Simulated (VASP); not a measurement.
# Nb (Pm-3m) in VASP: further runs

Runs on Nb. Level: PBE. Tasks: single point.

Program: VASP 6.6.1. These are calculated values, not measurements. Logs are shortened: lines on timing, memory, paths and dates and some standing lists are left out, and cuts for length are marked.

## Step 1: The cell of the first run

It takes space group Pm-3m (No. 221, cubic). Conventional cell: a = 2.722 Å, b = 2.722 Å, c = 2.722 Å, α = 90.00°, β = 90.00°, γ = 90.00°. Within 3.6 Å of Nb (site symmetry m-3m) lie 6 Nb at 2.72 Å.

## Step 2: Single point, PBE

Contents of INCAR:

```
SYSTEM = Nb
ALGO = Normal
EDIFF = 1E-6
ENCUT = 520
GGA = PE
ISIF = 2
ISMEAR = -1
LASPH = .True.
LCHARG = .False.
LREAL = .False.
LWAVE = .False.
NBANDS = 12
NELM = 60
PREC = Accurate
SIGMA = 0.1
```

Contents of KPOINTS:

```
k-points
0
Gamma
  16 16 16
  0 0 0
```

Contents of POSCAR:

```
Nb
1.0
    2.7219351119      0.0000000000      0.0000000000
    0.0000000000      2.7219351119      0.0000000000
    0.0000000000      0.0000000000      2.7219351119
Nb
1
Direct
    0.0000000000      0.0000000000      0.0000000000
```

Potentials or basis: VASP PAW PBE potentials, release 64 (Nb_sv).

Launch:

```console
$ cat potpaw_PBE.64/Nb_sv/POTCAR > POTCAR
$ mpirun -np 1 vasp_std > vasp.out
```

OUTCAR:

```text
SYSTEM = Nb
   EDIFF = 1E-6
   ENCUT = 520
   GGA = PE
   ISIF = 2
   ISMEAR = -1
   LASPH = .True.
   LREAL = .False.
   NELM = 60
   PREC = Accurate

 ion  position               nearest neighbor table
   1  0.000  0.000  0.000-

  LATTYP: Found a simple cubic cell.
 ALAT       =     2.7219351119

  Lattice vectors:

 A1 = (   2.7219351119,   0.0000000000,   0.0000000000)
 A2 = (   0.0000000000,   2.7219351119,   0.0000000000)
 A3 = (   0.0000000000,   0.0000000000,   2.7219351119)

Analysis of symmetry for initial positions (statically):
=====================================================================
 Subroutine PRICEL returns:
 Original cell was already a primitive cell.

 Routine SETGRP: Setting up the symmetry group for a
 simple cubic supercell.

 Subroutine GETGRP returns: Found 48 space group operations
 (whereof 48 operations were pure point group operations)
 out of a pool of 48 trial point group operations.

The static configuration has the point symmetry O_h .

Analysis of symmetry for dynamics (positions and initial velocities):
=====================================================================
 Subroutine PRICEL returns:
 Original cell was already a primitive cell.

 Routine SETGRP: Setting up the symmetry group for a
 simple cubic supercell.

 Subroutine GETGRP returns: Found 48 space group operations
 (whereof 48 operations were pure point group operations)
 out of a pool of 48 trial point group operations.

The dynamic configuration has the point symmetry O_h .

 Subroutine INISYM returns: Found 48 space group operations
 (whereof 48 operations are pure point group operations),
 and found     1 'primitive' translations

----------------------------------------------------------------------------------------

                                     Primitive cell

  volume of cell :      20.1666

  direct lattice vectors                    reciprocal lattice vectors
     2.721935112  0.000000000  0.000000000     0.367385687  0.000000000  0.000000000
     0.000000000  2.721935112  0.000000000     0.000000000  0.367385687  0.000000000
     0.000000000  0.000000000  2.721935112     0.000000000  0.000000000  0.367385687

  length of vectors
     2.721935112  2.721935112  2.721935112     0.367385687  0.367385687  0.367385687

  position of ions in fractional coordinates (direct lattice)
     0.000000000  0.000000000  0.000000000

  ion indices of the primitive-cell ions
   primitive index   ion index
                 1           1

----------------------------------------------------------------------------------------

 KPOINTS: k-points

Automatic generation of k-mesh.
 Grid dimensions read from file:
 generate k-points for:   16   16   16

 Generating k-lattice:

  Cartesian coordinates                     Fractional coordinates (reciprocal lattice)
     0.022961605  0.000000000  0.000000000     0.062500000  0.000000000  0.000000000
     0.000000000  0.022961605  0.000000000     0.000000000  0.062500000  0.000000000
     0.000000000  0.000000000  0.022961605     0.000000000  0.000000000  0.062500000

  Length of vectors
     0.022961605  0.022961605  0.022961605

  Shift w.r.t. Gamma in fractional coordinates (k-lattice)
     0.000000000  0.000000000  0.000000000

 Subroutine IBZKPT returns following result:
 ===========================================

 Found    165 irreducible k-points:

 Following reciprocal coordinates:
            Coordinates               Weight
  0.000000  0.000000  0.000000      1.000000
  0.062500  0.000000  0.000000      6.000000
  0.125000  0.000000  0.000000      6.000000
  0.187500  0.000000  0.000000      6.000000
  0.250000  0.000000  0.000000      6.000000
  0.312500  0.000000  0.000000      6.000000
[... 16 lines left out ...]
  0.437500  0.125000  0.000000     24.000000
  0.500000  0.125000  0.000000     12.000000
 [... further k-points ...]
   k-points           NKPTS =    165   k-points in BZ     NKDIM =    165   number of bands    NBANDS=     12
   number of dos      NEDOS =    301   number of ions     NIONS =      1
   total plane-waves  NPLWV =   8000
   dimension x,y,z NGX =    20 NGY =   20 NGZ =   20
   dimension x,y,z NGXF=    40 NGYF=   40 NGZF=   40
   ions per type =               1
   NGX,Y,Z   is equivalent  to a cutoff of  12.22, 12.22, 12.22 a.u.
   NGXF,Y,Z  is equivalent  to a cutoff of  24.43, 24.43, 24.43 a.u.
 SYSTEM =  Nb
   PREC   = accura    normal or accurate (medium, high low for compatibility)
   ISTART =      0    job   : 0-new  1-cont  2-samecut
   ICHARG =      2    charge: 1-file 2-atom 10-const
   ISPIN  =      1    spin polarized calculation?
   LNONCOLLINEAR =      F non collinear calculations
   LSORBIT =      F    spin-orbit coupling
   LASPH  =      T    aspherical Exc in radial PAW
   ENCUT  =  520.0 eV  38.22 Ry    6.18 a.u.   5.06  5.06  5.06*2*pi/ulx,y,z
   NELM   =     60;   NELMIN=  2; NELMDL= -5     # of ELM steps
   EDIFF  = 0.1E-05   stopping-criterion for ELM
   LREAL  =      F    real-space projection
   EDIFFG = 0.1E-04   stopping-criterion for IOM
   NSW    =      0    number of steps for IOM
   IBRION =     -1    ionic relax: 0-MD 1-quasi-New 2-CG
   NFREE  =      0    steps in history (QN), initial steepest desc. (CG)
   ISIF   =      2    stress and relaxation
   ISYM   =      2    0-nonsym 1-usesym 2-fastsym
   POTIM  = 0.5000    time-step for ionic-motion
   TEBEG  =    0.0;   TEEND  =   0.0 temperature during run
   PSTRESS=    0.0 pullay stress
   NELECT =      13.0000    total number of electrons
   NUPDOWN=      -1.0000    fix difference up-down
   EMIN   =  10.00;   EMAX   =-10.00  energy-range for DOS
   EFERMI =   0.00;   METHOD = LEGACY
   ISMEAR =    -1;   SIGMA  =   0.10  broadening in eV -4-tet -1-fermi 0-gaus
   EFERMI_NEDOS =   21; number of points for ismear=-14 and -15
   IALGO  =     38    algorithm
   IMIX   =      4    mixing-type and parameters
     AMIX     =   0.40;   BMIX     =  1.00
     AMIX_MAG =   1.60;   BMIX_MAG =  1.00
  volume/ion in A,a.u.               =      20.17       136.09
  Fermi-wavevector in a.u.,A,eV,Ry     =   1.414202  2.672455 27.211215  1.999968
  Thomas-Fermi vector in A             =   2.535769
   LORBIT       =      0    0 simple, 1 ext, 2 COOP (PROOUT), +10 PAW based schemes
   GGA     = PE    functional components
[... 42 lines left out ...]

 k-point     2 :       0.0625    0.0000    0.0000
  band No.  band energies     occupation
      1     -44.8991      2.00000
      2     -20.2596      2.00000
      3     -20.1956      2.00000
      4     -20.1956      2.00000
      5       4.2847      2.00000
      6       7.0331      2.00000
      7       7.1267      2.00000
      8      14.6626      0.00000
      9      14.6626      0.00000
     10      14.8511      0.00000
     11      23.7741      0.00000
     12      24.5859      0.00000

 k-point     3 :       0.1250    0.0000    0.0000
  band No.  band energies     occupation
      1     -44.8794      2.00000
      2     -20.4250      2.00000
      3     -20.1814      2.00000
      4     -20.1814      2.00000
      5       4.5983      2.00000
      6       7.1196      2.00000
      7       7.4950      2.00000
      8      14.2007      0.00000
      9      14.2007      0.00000
     10      14.8859      0.00000
     11      22.5351      0.00000
     12      25.2297      0.00000

 k-point     4 :       0.1875    0.0000    0.0000
  band No.  band energies     occupation
      1     -44.8499      2.00000
      2     -20.6667      2.00000
      3     -20.1601      2.00000
      4     -20.1601      2.00000
      5       5.0538      2.00000
      6       7.2532      2.00000
      7       8.0863      2.00000
      8      13.5938      0.00000
      9      13.5938      0.00000
     10      14.9385      0.00000
     11      21.2010      0.00000
     12      26.1161      0.00000

 k-point     5 :       0.2500    0.0000    0.0000
  band No.  band energies     occupation
      1     -44.8148      2.00000
      2     -20.9431      2.00000
      3     -20.1349      2.00000
      4     -20.1349      2.00000
      5       5.5874      2.00000
      6       7.4175      2.00000
      7       8.8220      1.99978
      8      12.9694      0.00000
      9      12.9694      0.00000
     10      15.0012      0.00000
     11      20.0606      0.00000
     12      25.8269      0.00000

 k-point     6 :       0.3125    0.0000    0.0000
  band No.  band energies     occupation
      1     -44.7793      2.00000
      2     -21.2110      2.00000
      3     -20.1095      2.00000
      4     -20.1095      2.00000
      5       6.1469      2.00000
      6       7.5902      2.00000
      7       9.5400      1.74786
      8      12.4157      0.00000
      9      12.4157      0.00000
     10      15.0651      0.00000
     11      19.3044      0.00000
     12      24.7027      0.00000

 k-point     7 :       0.3750    0.0000    0.0000
  band No.  band energies     occupation
      1     -44.7491      2.00000
      2     -21.4321      2.00000
      3     -20.0879      2.00000
      4     -20.0879      2.00000
      5       6.6768      2.00000
      6       7.7439      2.00000
      7      10.0415      0.08790
      8      11.9881      0.00000
      9      11.9881      0.00000
     10      15.1202      0.00000
     11      19.0567      0.00000
     12      23.8640      0.00000

 k-point     8 :       0.4375    0.0000    0.0000
  band No.  band energies     occupation
      1     -44.7287      2.00000
      2     -21.5769      2.00000
      3     -20.0734      2.00000
      4     -20.0734      2.00000
      5       7.0873      2.00000
      6       7.8507      2.00000
      7      10.2474      0.01166
      8      11.7197      0.00000
      9      11.7197      0.00000
     10      15.1573      0.00000
     11      19.2198      0.00000
     12      23.3442      0.00000
[... 166 lines left out ...]
 k-point    20 :       0.2500    0.1250    0.0000
  band No.  band energies     occupation
      1     -44.7888      2.00000
      2     -20.9183      2.00000
      3     -20.3523      2.00000
      4     -20.1163      2.00000
      5       5.9726      2.00000
      6       7.7954      2.00000
      7       8.9702      1.99903
      8      12.3557      0.00000
      9      13.0360      0.00000
     10      14.4326      0.00000
     11      20.7286      0.00000
     12      24.7155      0.00000

 k-point    21 :       0.3125    0.1250    0.0000
  band No.  band energies     occupation
      1     -44.7535      2.00000
      2     -21.1840      2.00000
      3     -20.3245      2.00000
      4     -20.0911      2.00000
      5       6.5055      2.00000
      6       7.9808      2.00000
      7       9.4453      1.89396
      8      12.1354      0.00000
      9      12.4946      0.00000
     10      14.5078      0.00000
     11      19.8186      0.00000
     12      24.9450      0.00000

 k-point    22 :       0.3750    0.1250    0.0000
  band No.  band energies     occupation
      1     -44.7234      2.00000
      2     -21.4034      2.00000
      3     -20.3008      2.00000
      4     -20.0696      2.00000
      5       7.0223      2.00000
      6       8.1606      2.00000
      7       9.4518      1.88724
      8      12.0740      0.00000
      9      12.3414      0.00000
     10      14.5740      0.00000
     11      19.3326      0.00000
     12      24.4734      0.00000

 k-point    23 :       0.4375    0.1250    0.0000
  band No.  band energies     occupation
      1     -44.7031      2.00000
      2     -21.5472      2.00000
      3     -20.2849      2.00000
      4     -20.0553      2.00000
      5       7.4476      2.00000
      6       8.3344      2.00000
      7       9.1665      1.99313
      8      11.8093      0.00000
      9      12.6360      0.00000
     10      14.6192      0.00000
     11      19.2524      0.00000
     12      24.0480      0.00000

 k-point    24 :       0.5000    0.1250    0.0000
  band No.  band energies     occupation
      1     -44.6960      2.00000
      2     -21.5971      2.00000
      3     -20.2793      2.00000
      4     -20.0502      2.00000
      5       7.6259      2.00000
      6       8.4584      1.99999
      7       8.9559      1.99916
      8      11.7192      0.00000
      9      12.7479      0.00000
     10      14.6352      0.00000
     11      19.2998      0.00000
     12      23.8931      0.00000

 [... further k-points ...]
[... 5 lines left out ...]
  --------------------------------------------------------------------------------------
  -------------------------------------------------------------------------------------
  Total       -0.0230423     -0.0230423     -0.0230423     -0.0000000     -0.0000000     -0.0000000
  in kB       -1.8306395     -1.8306395     -1.8306395     -0.0000000     -0.0000000     -0.0000000
  external PRESSURE =      -1.8306395 kB  Pullay stress =       0.0000000 kB

 VOLUME and BASIS-vectors are now :
 -----------------------------------------------------------------------------
  energy-cutoff  :      520.00
  volume of cell :       20.17
      direct lattice vectors                 reciprocal lattice vectors
     2.721935112  0.000000000  0.000000000     0.367385687  0.000000000  0.000000000
     0.000000000  2.721935112  0.000000000     0.000000000  0.367385687  0.000000000
     0.000000000  0.000000000  2.721935112     0.000000000  0.000000000  0.367385687

 POSITION                                       TOTAL-FORCE (eV/Angst)
 -----------------------------------------------------------------------------------
      0.00000      0.00000      0.00000         0.000000      0.000000      0.000000
 -----------------------------------------------------------------------------------
    total drift:                               -0.000000     -0.000000     -0.000000

  FREE ENERGIE OF THE ION-ELECTRON SYSTEM (eV)
  ---------------------------------------------------
  free  energy   TOTEN  =        -9.2503930408 eV

  energy  without entropy=       -9.2086957203  energy(sigma->0) =       -9.22954438
```

It took 26 s on 1 thread of AMD EPYC 7R43 (Zen 3), shared host; peak memory 0.11 GiB.

Results:

| Item | Value |
| --- | --- |
| Free energy | -9.2504 eV |
| Pressure | -0.2 GPa |

Levels at points of the mesh, in eV from the Fermi level:
```tsv
k point	band 4	band 5	band 6	band 7	band 8	band 9	band 10	band 11
(0.00, 0.00, 0.00)	-29.93	-5.56	-2.73	-2.73	5.11	5.11	5.11	14.61
(0.50, 0.00, 0.00)	-29.80	-2.48	-1.84	0.55	1.89	1.89	5.44	9.64
(0.50, 0.50, 0.00)	-29.68	-3.99	-1.01	2.57	2.57	5.77	5.77	7.25
(0.50, 0.50, 0.50)	-30.96	-2.42	-2.42	-2.42	7.41	7.48	7.48	12.24
```

## Step 3: Single point, PBE (volume scaled by 0.43)

Contents of INCAR:

```
PREC     = Accurate       # precision mode
ENCUT    = 520            # plane-wave cutoff, eV
EDIFF    = 1E-6           # SCF threshold, eV
ISMEAR   = -1             # smearing method
SIGMA    = 0.1            # smearing width, eV
LREAL    = False          # projectors in reciprocal space
LASPH    = True           # aspherical terms in the spheres
NELM     = 80             # most SCF steps
ALGO     = Normal         # electronic algorithm
ISIF     = 2              # what is computed and relaxed
LWAVE    = False          # write WAVECAR
LCHARG   = False          # write CHGCAR
GGA      = PE             # functional
NBANDS   = 12             # bands
```

Contents of KPOINTS:

```
regular mesh
0
Gamma
  16 16 16
```

Contents of POSCAR:

```
Nb
1.0
    2.0544737013      0.0000000000      0.0000000000
    0.0000000000      2.0544737013      0.0000000000
    0.0000000000      0.0000000000      2.0544737013
Nb
1
Direct
    0.0000000000      0.0000000000      0.0000000000
```

Potentials or basis: VASP PAW PBE potentials, release 64 (Nb_sv).

Launch:

```console
$ cat potpaw_PBE.64/Nb_sv/POTCAR > POTCAR
$ mpirun -np 1 vasp_std > vasp.out
```

It took 11 s on 1 thread of Intel Xeon Platinum 8259CL at 2.50GHz (Skylake/Cascade Lake), shared host; peak memory 0.12 GiB.

It converged, with:

```
Free energy : 0.9470 eV
Pressure    : 587.4 GPa
```

Levels at points of the mesh, in eV from the Fermi level:
```tsv
k point	band 4	band 5	band 6	band 7	band 8	band 9	band 10	band 11
(0.00, 0.00, 0.00)	-28.25	-8.98	-8.98	-5.38	12.01	12.01	12.01	24.01
(0.50, 0.00, 0.00)	-26.91	-6.55	-1.46	1.61	1.61	3.05	13.34	13.47
(0.50, 0.50, 0.00)	-25.69	-13.42	-1.29	3.90	3.90	12.09	12.09	18.86
(0.50, 0.50, 0.50)	-34.81	-9.56	-9.56	-9.56	3.43	19.85	19.85	32.22
```

## Step 4: Single point, PBE (volume scaled by 0.43)

Contents of INCAR:

```
SYSTEM = Nb
PREC = Accurate
ENCUT = 520
EDIFF = 1E-6
ISMEAR = -1
SIGMA = 0.1
LREAL = .False.
LASPH = .True.
NELM = 60
ALGO = Normal
ISIF = 2
LWAVE = .False.
LCHARG = .False.
GGA = PE
NBANDS = 12
```

Contents of KPOINTS:

```
Automatic mesh
0
Gamma
  16 16 16
  0 0 0
```

POSCAR is that of step 3.

Launch:

```console
$ cat potpaw_PBE.64/Nb_sv/POTCAR > POTCAR
$ mpirun -np 1 vasp_std > vasp.out
```

Wall time 9.8 s (1 thread of Intel Xeon Platinum 8259CL at 2.50GHz (Skylake/Cascade Lake), shared host); peak memory 0.12 GiB.

It converged, with:

| Property | Result |
| --- | --- |
| Free energy | 0.9470 eV |
| Pressure | 587.4 GPa |

Levels at points of the mesh, in eV from the Fermi level:
| k point | band 5 | band 6 | band 7 | band 8 | band 9 | band 10 |
| --- | --- | --- | --- | --- | --- | --- |
| (0.00, 0.00, 0.00) | -8.98 | -8.98 | -5.38 | 12.01 | 12.01 | 12.01 |
| (0.50, 0.00, 0.00) | -6.55 | -1.46 | 1.61 | 1.61 | 3.05 | 13.34 |
| (0.50, 0.50, 0.00) | -13.42 | -1.29 | 3.90 | 3.90 | 12.09 | 12.09 |
| (0.50, 0.50, 0.50) | -9.56 | -9.56 | -9.56 | 3.43 | 19.85 | 19.85 |

## Step 5: Single point, PBE (volume scaled by 0.5)

Contents of INCAR:

```
PREC = Accurate ; ENCUT = 520
EDIFF = 1E-6 ; ISMEAR = -1
SIGMA = 0.1 ; LREAL = False
LASPH = True ; NELM = 80
ALGO = Normal ; ISIF = 2
LWAVE = False ; LCHARG = False
GGA = PE ; NBANDS = 12
```

Contents of KPOINTS:

```
regular mesh
0
Gamma
  16 16 16
```

Contents of POSCAR:

```
Nb
1.0
    2.1604013299      0.0000000000      0.0000000000
    0.0000000000      2.1604013299      0.0000000000
    0.0000000000      0.0000000000      2.1604013299
Nb
1
Direct
    0.0000000000      0.0000000000      0.0000000000
```

Launch:

```console
$ cat potpaw_PBE.64/Nb_sv/POTCAR > POTCAR
$ mpirun -np 1 vasp_std > vasp.out
```

It took 9.6 s on 1 thread of Intel Xeon Platinum 8259CL at 2.50GHz (Skylake/Cascade Lake), shared host; peak memory 0.12 GiB.

Results (log left out):

* Free energy: -3.1041 eV
* Pressure: 353.6 GPa

Levels at points of the mesh, in eV from the Fermi level:
| k point | band 5 | band 6 | band 7 | band 8 | band 9 | band 10 |
| --- | --- | --- | --- | --- | --- | --- |
| (0.00, 0.00, 0.00) | -7.31 | -7.31 | -5.87 | 10.48 | 10.48 | 10.48 |
| (0.50, 0.00, 0.00) | -5.26 | -2.04 | 1.95 | 1.95 | 2.58 | 11.52 |
| (0.50, 0.50, 0.00) | -10.95 | -1.34 | 3.81 | 3.81 | 11.09 | 11.09 |
| (0.50, 0.50, 0.50) | -7.62 | -7.62 | -7.62 | 4.76 | 16.85 | 16.85 |

## Step 6: The runs side by side

| cell | gap on the mesh (eV) | pressure (GPa) |
| --- | --- | --- |
| a = 2.722 Å, 1 atom | none | -0.2 |
| a = 2.054 Å, 1 atom | none | 587.4 |
| a = 2.160 Å, 1 atom | none | 353.6 |

Alike in all rows: task single point; level PBE; potentials or basis VASP PAW PBE potentials, release 64 (Nb_sv); no spin polarisation; k mesh 16 × 16 × 16; cutoff (eV) 520; smearing fermi-dirac 0.1 eV.

Absolute energies hang on the potentials; compare differences alone.
